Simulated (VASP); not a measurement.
Here is a VASP 6.6.1 calculation.

Contents of POSCAR:

```
TaN
1.0
    3.0411249316      0.0000000000      0.0000000000
   -1.5205624658      2.6336914469      0.0000000000
    0.0000000000      0.0000000000      6.0365769366
Ta N
2 2
Direct
    0.3333333333      0.6666666667      0.0326517386
    0.6666666667      0.3333333333      0.5326517386
    0.3333333333      0.6666666667      0.3523482614
    0.6666666667      0.3333333333      0.8523482614
```

The input INCAR.step1:

```
SYSTEM = TaN
ALGO = Normal ; EDIFF = 1E-4
ENCUT = 520 ; GGA = PE
ISMEAR = -1 ; LASPH = .TRUE.
LCHARG = .FALSE. ; LREAL = .FALSE.
LWAVE = .TRUE. ; NBANDS = 24
NELM = 80 ; PREC = Accurate
SIGMA = 0.05
```

File INCAR.step2:

```
SYSTEM = TaN
ALGO = Normal ; EDIFF = 1E-6
ENCUT = 520 ; ISIF = 2
ISMEAR = -1 ; ISTART = 1
LASPH = .TRUE. ; LCHARG = .FALSE.
LMIXTAU = .TRUE. ; LREAL = .FALSE.
LWAVE = .FALSE. ; METAGGA = R2SCAN
NBANDS = 24 ; NELM = 80
PREC = Accurate ; SIGMA = 0.05
```

The input KPOINTS:

```
k-points
0
G
  10 10 6
  0 0 0
```

Potentials or basis: VASP PAW PBE potentials, release 64 (Ta_pv, N).

Command:

```bash
$ cat potpaw_PBE.64/Ta_pv/POTCAR potpaw_PBE.64/N/POTCAR > POTCAR
$ cp INCAR.step1 INCAR
$ mpirun -np 1 vasp_std > vasp.out
$ cp INCAR.step2 INCAR
$ mpirun -np 1 vasp_std > vasp.out
```

Problem. What does it give for the largest force?

Solution. 0.048 eV/Å.

Problem. Predict the pressure.

Solution. 21.6 GPa.

Stress tensor (GPa, compression positive):
```
21.27  0.00  0.00
 0.00 21.27  0.00
 0.00  0.00 22.33
```

Caveat: the PAW data sets were made with another functional, which shifts forces and pressure a little.
